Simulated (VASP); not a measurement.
Set up this calculation in VASP 6.6.1, as the native input.

* Task: single point
* Functional: PBE
* Dispersion: D3(BJ)
* Potentials or basis: VASP PAW PBE potentials, release 64 (W_sv, N)
* Cutoff: 520 eV
* k mesh: 3 × 3 × 3
* Occupations: fermi-dirac, width 0.1 eV
* Spin: no spin polarisation
* Dipole correction: no
* Further INCAR settings: LREAL = Auto; ALGO = Normal; EDIFF = 1e-06; NBANDS = 128

The structure of W16N (a cell with a defect) lies in POSCAR:

```
W16N
1.0
    6.3200000000      0.0000000000      0.0000000000
    0.0000000000      6.3200000000      0.0000000000
    0.0000000000      0.0000000000      6.3200000000
W N
16 1
Direct
    0.0160123052     -0.0087574168      0.0004119273
    0.4984790165     -0.0087897850      0.0004496921
    0.0160076979      0.5088090981      0.0004116232
    0.0070449637      0.0002435036      0.5004673792
    0.2572177301      0.2500288241      0.2488103042
    0.4984839939      0.5088419962      0.0004491551
    0.5074589374      0.0002375089      0.5004136783
    0.7572018660      0.2500249302      0.2051709803
    0.0070376808      0.4998057914      0.5004677732
    0.2571992130      0.7500226708      0.2560499821
    0.2572629135      0.2500285873      0.7520131650
    0.5074578795      0.4998049904      0.5004139165
    0.7572821121      0.7500277386      0.2488483422
    0.7571995833      0.2500258368      0.7959128765
    0.2572421098      0.7500229243      0.7448416995
    0.7572354634      0.7500287470      0.7519589413
   -0.2427608759      0.2500237941      0.5005413440
```

These files were run (other wordings do the same):

INCAR

```
PREC = Accurate
ENCUT = 520
EDIFF = 1E-6
ISMEAR = -1
SIGMA = 0.1
LREAL = Auto
LASPH = True
NELM = 80
ALGO = Normal
ISIF = 2
LWAVE = False
LCHARG = False
GGA = PE
IVDW = 12
NBANDS = 128
```

KPOINTS

```
regular mesh
0
Gamma
  3 3 3
```

Potentials or basis: VASP PAW PBE potentials, release 64 (W_sv, N).

The run is started by

```console
$ cat potpaw_PBE.64/W_sv/POTCAR potpaw_PBE.64/N/POTCAR > POTCAR
$ mpirun -np 1 vasp_std > vasp.out
```

It gave:

```json
{"Pressure": "10.8 GPa", "Largest force": "0.089 eV/Å", "Band gap on the k mesh": "zero (an odd number of electrons rules out a gap without spin polarisation)", "Dispersion energy per atom": "-0.684 eV"}
```

Caveat: spin-orbit coupling is left out, which moves the levels of the heavy elements.

Run time: 8.9 min on 1 thread of Intel(R) Xeon(R) 6975P-C (Granite Rapids), with other jobs on the host, peak memory 0.49 GiB.
